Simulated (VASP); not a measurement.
Here is a VASP 6.6.1 calculation.

The input INCAR:

```
SYSTEM = PbS
ALGO     = Normal         ! electronic algorithm
EDIFF    = 1E-6           ! SCF threshold, eV
ENCUT    = 500            ! plane-wave cutoff, eV
GGA      = PE             ! functional
GGA_COMPAT= .FALSE.      
ISIF     = 2              ! what is computed and relaxed
ISMEAR   = -1             ! smearing method
LASPH    = .TRUE.         ! aspherical terms in the spheres
LCHARG   = .FALSE.        ! write CHGCAR
LREAL    = .FALSE.        ! projectors in reciprocal space
LWAVE    = .FALSE.        ! write WAVECAR
NBANDS   = 17             ! bands
NELM     = 120            ! most SCF steps
PREC     = Accurate       ! precision mode
SIGMA    = 0.1            ! smearing width, eV
```

The input KPOINTS:

```
k-points
0
G
  4 4 4
  0 0 0
```

POSCAR

```
PbS
1.0
    0.0000000000      3.0000000000      3.0000000000
    3.0000000000      0.0000000000      3.0000000000
    3.0000000000      3.0000000000      0.0000000000
Pb S
1 1
Direct
    0.0000000000      0.0000000000      0.0000000000
    0.4400000000      0.4400000000      0.5600000000
```

Potentials or basis: VASP PAW PBE potentials, release 64 (Pb_d, S).

Command:

```sh
$ cat potpaw_PBE.64/Pb_d/POTCAR potpaw_PBE.64/S/POTCAR > POTCAR
$ mpirun -np 1 vasp_std > vasp.out
```

(1) What does it give for the pressure?

(2) Predict the largest force.

(3) Estimate the band gap on the k mesh.

Answers

(1) 1.9 GPa.

(2) 0.527 eV/Å.

(3) 1.17 eV, direct.

Caveat: the k points lie up to 0.45 Å⁻¹ apart; spin-orbit coupling is left out, which moves the levels of the heavy elements.
